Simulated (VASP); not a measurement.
Set up this calculation in VASP 6.6.1, as the native input.

```yaml
Task: single point
Functional: PBE
Potentials_or_basis: VASP PAW PBE potentials, release 64 (Ni_sv_GW, Si)
Cutoff: 690 eV
k_mesh: 15 × 15 × 13
Occupations: fermi-dirac, width 0.1 eV
Spin: no spin polarisation
Dipole_correction: no
Further_INCAR_settings: ALGO = Normal; EDIFF = 1e-06; NBANDS = 18
```

The structure of SiNi (WC type) lies in POSCAR:

```
SiNi
1.0
    3.4854604229      0.0000000000      0.0000000000
   -1.7427302115      3.0184972701      0.0000000000
    0.0000000000      0.0000000000      2.4874591892
Ni Si
1 1
Direct
    0.0000000000      0.0000000000      0.0000000000
    0.3333333333      0.6666666667      0.5000000000
```

One way to write it, as run:

INCAR

```
PREC = Accurate
ENCUT = 690
EDIFF = 1E-6
ISMEAR = -1
SIGMA = 0.1
LREAL = False
LASPH = True
NELM = 120
ALGO = Normal
ISIF = 2
LWAVE = False
LCHARG = False
GGA = PE
NBANDS = 18
GGA_COMPAT = False
```

KPOINTS

```
regular mesh
0
Gamma
  15 15 13
```

Potentials or basis: VASP PAW PBE potentials, release 64 (Ni_sv_GW, Si).

Command:

```bash
$ cat potpaw_PBE.64/Ni_sv_GW/POTCAR potpaw_PBE.64/Si/POTCAR > POTCAR
$ mpirun -np 1 vasp_std > vasp.out
```

It gave:

```yaml
Pressure: -0.6 GPa
Band_gap_on_the_k_mesh: zero (bands 11 and 12 overlap by 4.78 eV)
```

Wall time 72 s on 1 thread of Intel(R) Xeon(R) 6975P-C (Granite Rapids), on a shared host, peak memory 0.3 GiB.
